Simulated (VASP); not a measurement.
A run of VASP 6.6.1:

The input INCAR:

```
ALGO = Normal ; EDIFF = 1E-6
ENCUT = 520 ; ISIF = 2
ISMEAR = -1 ; LASPH = T
LCHARG = F ; LREAL = F
LWAVE = F ; NBANDS = 10
NELM = 60 ; PREC = Accurate
SIGMA = 0.1
```

The input KPOINTS:

```
k-points
0
Gamma
  8 8 8
```

POSCAR

```
Rb
1.0
    4.2743179240      0.0000000000      0.0000000000
    0.0000000000      4.2743179240      0.0000000000
    0.0000000000      0.0000000000      4.2743179240
Rb
1
Direct
    0.0000000000      0.0000000000      0.0000000000
```

Potentials or basis: VASP PAW LDA potentials, release 64 (Rb_sv).

Command:

```sh
$ cat potpaw_LDA.64/Rb_sv/POTCAR > POTCAR
$ mpirun -np 1 vasp_std > vasp.out
```

Hardware: 1 thread of Intel(R) Xeon(R) 6975P-C (Granite Rapids) (shared host).

Question: Estimate the wall time of this run.

Answer: It took 7.5 s on 1 thread of Intel(R) Xeon(R) 6975P-C (Granite Rapids) (shared host), peak memory 0.15 GiB. Counts: scf iterations 10, k points 35.
